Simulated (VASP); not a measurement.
Wanted: the native input for a VASP 6.6.1 run.

```
Task                   : single point
Functional             : PBE
Potentials or basis    : VASP PAW PBE potentials, release 64 (Mg, O)
Cutoff                 : 520 eV
k mesh                 : 15 × 15 × 15
Occupations            : fermi-dirac, width 0.05 eV
Spin                   : no spin polarisation
Dipole correction      : no
Further INCAR settings : ALGO = Normal; EDIFF = 1e-07; NBANDS = 11
```

The structure of MgO (zincblende type) lies in POSCAR:

```
MgO
1.0
    0.0000000000      2.0667318240      2.0667318240
    2.0667318240      0.0000000000      2.0667318240
    2.0667318240      2.0667318240      0.0000000000
Mg O
1 1
Direct
    0.0000000000      0.0000000000      0.0000000000
    0.2500000000      0.2500000000      0.2500000000
```

This cell differs from its parent crystal: volume scaled by 0.72.

These files were run (other wordings do the same):

INCAR

```
SYSTEM = MgO
PREC = Accurate
ENCUT = 520
EDIFF = 1E-7
ISMEAR = -1
SIGMA = 0.05
LREAL = .False.
LASPH = .True.
NELM = 80
ALGO = Normal
ISIF = 2
LWAVE = .False.
LCHARG = .False.
GGA = PE
NBANDS = 11
```

KPOINTS

```
Automatic mesh
0
Gamma
  15 15 15
  0 0 0
```

Potentials or basis: VASP PAW PBE potentials, release 64 (Mg, O).

The run is started by

```console
$ cat potpaw_PBE.64/Mg/POTCAR potpaw_PBE.64/O/POTCAR > POTCAR
$ mpirun -np 1 vasp_std > vasp.out
```

Results of the run:

```yaml
Pressure: 74.0 GPa
Band_gap_on_the_k_mesh: 5.59 eV, indirect (least direct gap 5.60 eV)
```

Wall time 17 s on 1 thread of Intel(R) Xeon(R) Platinum 8259CL CPU @ 2.50GHz (Skylake/Cascade Lake), with other jobs on the host, peak memory 0.15 GiB.
